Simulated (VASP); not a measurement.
# Mg2Ge (Fm-3m) in VASP: notebook, part 2 of 2

VASP 6.6.1.

### 3 Elastic constants, PBEsol

This run uses another cell than the first one, of 20.10 Å³/atom.

Contents of INCAR:

```
PREC     = Accurate       # precision mode
ENCUT    = 600            # plane-wave cutoff, eV
EDIFF    = 1E-8           # SCF threshold, eV
ISMEAR   = -1             # smearing method
SIGMA    = 0.05           # smearing width, eV
LREAL    = False          # projectors in reciprocal space
LASPH    = True           # aspherical terms in the spheres
NELM     = 120            # most SCF steps
ALGO     = Normal         # electronic algorithm
ISIF     = 3              # what is computed and relaxed
LWAVE    = False          # write WAVECAR
LCHARG   = False          # write CHGCAR
GGA      = PS             # functional
NBANDS   = 16             # bands
IBRION   = 6              # ionic algorithm
NFREE    = 2            
POTIM    = 0.015          # step
NSW      = 1              # ionic steps
GGA_COMPAT= False
```

Contents of KPOINTS:

```
regular mesh
0
Gamma
  12 12 12
```

Contents of POSCAR:

```
Mg2Ge
1.0
    0.0000000000      3.1125365375      3.1125365375
    3.1125365375      0.0000000000      3.1125365375
    3.1125365375      3.1125365375      0.0000000000
Mg Ge
2 1
Direct
    0.2500000000      0.2500000000      0.2500000000
    0.7500000000      0.7500000000      0.7500000000
    0.0000000000      0.0000000000      0.0000000000
```

Potentials or basis: VASP PAW PBE potentials, release 64 (Mg, Ge_d).

Run with:

```sh
$ cat potpaw_PBE.64/Mg/POTCAR potpaw_PBE.64/Ge_d/POTCAR > POTCAR
$ mpirun -np 1 vasp_std > vasp.out
```

OUTCAR:

```text
PREC = Accurate
   ENCUT = 600
   EDIFF = 1E-8
   ISMEAR = -1
   LREAL = False
   LASPH = True
   NELM = 120
   ISIF = 3
   GGA = PS
   IBRION = 6
   NFREE = 2
   POTIM = 0.015
   NSW = 1

 ion  position               nearest neighbor table
   1  0.250  0.250  0.250-   3 2.70   3 2.70   3 2.70   3 2.70   2 3.11   2 3.11   2 3.11   2 3.11
                             2 3.11   2 3.11
   2  0.750  0.750  0.750-   3 2.70   3 2.70   3 2.70   3 2.70   1 3.11   1 3.11   1 3.11   1 3.11
                             1 3.11   1 3.11
   3  0.000  0.000  0.000-   2 2.70   2 2.70   2 2.70   1 2.70   1 2.70   1 2.70   2 2.70   1 2.70

  LATTYP: Found a face centered cubic cell.
 ALAT       =     6.2250730750

  Lattice vectors:

 A1 = (   0.0000000000,   3.1125365375,   3.1125365375)
 A2 = (   3.1125365375,   0.0000000000,   3.1125365375)
[... 890 lines left out ...]
  y    -0.00000    -0.00000    -0.00000     0.00000     0.00000    -2.74194
  z    -0.00000    -0.00000    -0.00000    -2.74194     0.00000     0.00000

 INTERNAL STRAIN TENSOR FOR ION    3 for displacements in x,y,z  (eV/Angst):
          X           Y           Z          XY          YZ          ZX
  --------------------------------------------------------------------------------
  x     0.00000     0.00000     0.00000     0.00000     0.00000     0.00000
  y     0.00000     0.00000     0.00000     0.00000     0.00000     0.00000
  z     0.00000     0.00000     0.00000     0.00000     0.00000     0.00000

 Eigenvectors and eigenvalues of the dynamical matrix
 ----------------------------------------------------

   1 f  =    8.321035 THz    52.282607 2PiTHz  277.559863 cm-1    34.413022 meV
             X         Y         Z           dx          dy          dz
      1.556268  1.556268  1.556268    -0.112238   -0.487240    0.500000
      4.668805  4.668805  4.668805     0.112238    0.487240   -0.500000
      0.000000  0.000000  0.000000     0.000000    0.000000    0.000000
[... 43 lines left out ...]
   9 f/i=    0.010777 THz     0.067714 2PiTHz    0.359482 cm-1     0.044570 meV
             X         Y         Z           dx          dy          dz
      1.556268  1.556268  1.556268    -0.032191   -0.169793   -0.412200
      4.668805  4.668805  4.668805    -0.032191   -0.169793   -0.412200
      0.000000  0.000000  0.000000    -0.055810   -0.294366   -0.714621

--------------------------------------------------------------------------------------------------------

 ELASTIC MODULI CONTR FROM IONIC RELAXATION (kBar)
 Direction    XX          YY          ZZ          XY          YZ          ZX
 --------------------------------------------------------------------------------
 XX          -0.0000      0.0000      0.0000     -0.0000     -0.0000     -0.0000
 YY           0.0000     -0.0000     -0.0000     -0.0000      0.0000     -0.0000
 ZZ           0.0000     -0.0000     -0.0000     -0.0000      0.0000     -0.0000
 XY          -0.0000     -0.0000     -0.0000    -58.0141     -0.0000      0.0000
 YZ          -0.0000      0.0000      0.0000     -0.0000    -58.0141      0.0000
 ZX          -0.0000     -0.0000     -0.0000      0.0000      0.0000    -58.0141
 --------------------------------------------------------------------------------

 TOTAL ELASTIC MODULI (kBar)
 Direction    XX          YY          ZZ          XY          YZ          ZX
 --------------------------------------------------------------------------------
 XX        1304.0114    318.6065    318.6065     -0.0000     -0.0000     -0.0000
 YY         318.6065   1304.0114    318.6065     -0.0000      0.0000      0.0000
 ZZ         318.6065    318.6065   1304.0114     -0.0000      0.0000     -0.0000
 XY          -0.0000     -0.0000     -0.0000    505.2776     -0.0000      0.0000
 YZ          -0.0000      0.0000      0.0000     -0.0000    505.2776      0.0000
 ZX          -0.0000      0.0000     -0.0000      0.0000      0.0000    505.2776
 --------------------------------------------------------------------------------
```

OSZICAR:

```text
N       E                     dE             d eps       ncg     rms          rms(c)
DAV:   1     0.930545247324E+02    0.93055E+02   -0.93981E+03  2432   0.211E+03
DAV:   2     0.298091547657E+01   -0.90074E+02   -0.86128E+02  2472   0.476E+02
DAV:   3    -0.937487529894E+01   -0.12356E+02   -0.12278E+02  2976   0.948E+01
[... 197 lines left out ...]
DAV:   3    -0.919900934453E+01    0.16769E-03   -0.86179E-04  7056   0.270E-01    0.147E-02
DAV:   4    -0.919901084284E+01   -0.14983E-05   -0.59450E-05  5632   0.552E-02    0.815E-03
DAV:   5    -0.919900890886E+01    0.19340E-05   -0.44328E-06  6968   0.176E-02    0.132E-03
DAV:   6    -0.919900894801E+01   -0.39145E-07   -0.62093E-07  6024   0.540E-03    0.826E-04
DAV:   7    -0.919900896405E+01   -0.16040E-07   -0.10276E-08  4896   0.991E-04    0.178E-04
DAV:   8    -0.919900896683E+01   -0.27817E-08   -0.48708E-09  3352   0.497E-04
  17 F= -.91990090E+01 E0= -.91985503E+01  d E =-.917431E-03
```

It took 83 min on 1 thread of Oxide Virtual Turin-like, shared host; peak memory 0.92 GiB.

What came out:

| Item | Value |
| --- | --- |
| Elastic constants C11, C12, C44 | 130, 32, 51 GPa |
| Voigt bulk modulus | 65 GPa |
| Highest phonon frequency at Γ | 278 cm⁻¹ |

Phonon frequencies in cm⁻¹ (negative: imaginary):
| q point | frequencies |
| --- | --- |
| (0.000, 0.000, 0.000) | 0 0 0 242 242 242 278 278 278 |

Elastic tensor in Voigt notation (GPa, in the Cartesian axes of the cell as first typed):
```
130  32  32   0   0   0
 32 130  32   0   0   0
 32  32 130   0   0   0
  0   0   0  51   0   0
  0   0   0   0  51   0
  0   0   0   0   0  51
```

Clamped-ion elastic tensor (GPa):
```
130  32  32   0   0   0
 32 130  32   0   0   0
 32  32 130   0   0   0
  0   0   0  56   0   0
  0   0   0   0  56   0
  0   0   0   0   0  56
```

Caveat: the cell is under stress, which shifts elastic constants; the PAW data sets were made with another functional, which shifts forces and pressure a little.

### 4 Elastic constants, PBEsol

This run uses another cell than the first one, of 21.48 Å³/atom.

Contents of INCAR:

```
SYSTEM = Mg2Ge
PREC = Accurate
ENCUT = 600
EDIFF = 1E-8
ISMEAR = -1
SIGMA = 0.05
LREAL = .FALSE.
LASPH = .TRUE.
NELM = 120
ALGO = Normal
ISIF = 3
LWAVE = .FALSE.
LCHARG = .FALSE.
GGA = PS
IBRION = 6
NFREE = 2
POTIM = 0.015
NSW = 1
GGA_COMPAT = .FALSE.
```

Contents of KPOINTS:

```
Automatic mesh
0
G
  12 12 12
  0 0 0
```

Contents of POSCAR:

```
Mg2Ge
1.0
    0.0000000000      3.1821929720      3.1821929720
    3.1821929720      0.0000000000      3.1821929720
    3.1821929720      3.1821929720      0.0000000000
Mg Ge
2 1
Direct
    0.2500000000      0.2500000000      0.2500000000
    0.7500000000      0.7500000000      0.7500000000
    0.0000000000      0.0000000000      0.0000000000
```

Potentials or basis: VASP PAW PBE potentials, release 64 (Mg, Ge_d).

Run with:

```sh
$ cat potpaw_PBE.64/Mg/POTCAR potpaw_PBE.64/Ge_d/POTCAR > POTCAR
$ mpirun -np 1 vasp_std > vasp.out
```

OUTCAR:

```text
SYSTEM = Mg2Ge
   PREC = Accurate
   ENCUT = 600
   EDIFF = 1E-8
   ISMEAR = -1
   LREAL = .FALSE.
   LASPH = .TRUE.
   NELM = 120
   ISIF = 3
   GGA = PS
   IBRION = 6
   NFREE = 2
   POTIM = 0.015
   NSW = 1

 ion  position               nearest neighbor table
   1  0.250  0.250  0.250-   3 2.76   3 2.76   3 2.76   3 2.76   2 3.18   2 3.18   2 3.18   2 3.18
                             2 3.18   2 3.18
   2  0.750  0.750  0.750-   3 2.76   3 2.76   3 2.76   3 2.76   1 3.18   1 3.18   1 3.18   1 3.18
                             1 3.18   1 3.18
   3  0.000  0.000  0.000-   1 2.76   2 2.76   2 2.76   2 2.76   2 2.76   1 2.76   1 2.76   1 2.76

  LATTYP: Found a face centered cubic cell.
 ALAT       =     6.3643859440

  Lattice vectors:

 A1 = (   0.0000000000,   3.1821929720,   3.1821929720)
 A2 = (   3.1821929720,   0.0000000000,   3.1821929720)
 A3 = (   3.1821929720,   3.1821929720,   0.0000000000)

Analysis of symmetry for initial positions (statically):
[... 818 lines left out ...]
 INTERNAL STRAIN TENSOR FOR ION    3 for displacements in x,y,z  (eV/Angst):
          X           Y           Z          XY          YZ          ZX
  --------------------------------------------------------------------------------
  x     0.00000     0.00000     0.00000     0.00000     0.00000     0.00000
  y     0.00000     0.00000     0.00000     0.00000     0.00000     0.00000
  z     0.00000     0.00000     0.00000     0.00000     0.00000     0.00000

 Eigenvectors and eigenvalues of the dynamical matrix
 ----------------------------------------------------

   1 f  =    7.629717 THz    47.938927 2PiTHz  254.499971 cm-1    31.553961 meV
             X         Y         Z           dx          dy          dz
      1.591096  1.591096  1.591096    -0.000000   -0.707107    0.000000
      4.773289  4.773289  4.773289    -0.000000    0.707107   -0.000000
      0.000000  0.000000  0.000000     0.000000    0.000000    0.000000
[... 43 lines left out ...]
   9 f/i=    0.009830 THz     0.061763 2PiTHz    0.327889 cm-1     0.040653 meV
             X         Y         Z           dx          dy          dz
      1.591096  1.591096  1.591096     0.111554    0.296950    0.317211
      4.773289  4.773289  4.773289     0.111554    0.296950    0.317211
      0.000000  0.000000  0.000000     0.192216    0.511671    0.546582

--------------------------------------------------------------------------------------------------------

 ELASTIC MODULI CONTR FROM IONIC RELAXATION (kBar)
 Direction    XX          YY          ZZ          XY          YZ          ZX
 --------------------------------------------------------------------------------
 XX          -0.0000      0.0000      0.0000     -0.0000      0.0000     -0.0000
 YY           0.0000     -0.0000     -0.0000     -0.0000     -0.0000      0.0000
 ZZ           0.0000     -0.0000     -0.0000      0.0000     -0.0000     -0.0000
 XY          -0.0000     -0.0000      0.0000    -23.3403     -0.0000     -0.0000
 YZ           0.0000     -0.0000     -0.0000     -0.0000    -23.3403     -0.0000
 ZX          -0.0000      0.0000     -0.0000     -0.0000     -0.0000    -23.3403
 --------------------------------------------------------------------------------

 TOTAL ELASTIC MODULI (kBar)
 Direction    XX          YY          ZZ          XY          YZ          ZX
 --------------------------------------------------------------------------------
 XX        1126.7312    227.1705    227.1705     -0.0000      0.0000      0.0000
 YY         227.1705   1126.7312    227.1705     -0.0000     -0.0000      0.0000
 ZZ         227.1705    227.1705   1126.7312      0.0000     -0.0000     -0.0000
 XY          -0.0000     -0.0000      0.0000    433.0854     -0.0000     -0.0000
 YZ           0.0000     -0.0000     -0.0000     -0.0000    433.0854     -0.0000
 ZX           0.0000      0.0000     -0.0000     -0.0000     -0.0000    433.0854
 --------------------------------------------------------------------------------
```

Wall time 69 min (1 thread of Oxide Virtual Turin-like, shared host); peak memory 0.88 GiB.

Results:

```
Elastic constants C11, C12, C44 : 113, 23, 43 GPa
Voigt bulk modulus              : 53 GPa
Highest phonon frequency at Γ   : 254 cm⁻¹
```

Phonon frequencies in cm⁻¹ (negative: imaginary):
```tsv
q point	frequencies
(0.000, 0.000, 0.000)	0 0 0 216 216 216 254 254 254
```

Elastic tensor in Voigt notation (GPa, in the Cartesian axes of the cell as first typed):
```
113  23  23   0   0   0
 23 113  23   0   0   0
 23  23 113   0   0   0
  0   0   0  43   0   0
  0   0   0   0  43   0
  0   0   0   0   0  43
```

Clamped-ion elastic tensor (GPa):
```
113  23  23   0   0   0
 23 113  23   0   0   0
 23  23 113   0   0   0
  0   0   0  46   0   0
  0   0   0   0  46   0
  0   0   0   0   0  46
```

Caveat: the PAW data sets were made with another functional, which shifts forces and pressure a little.
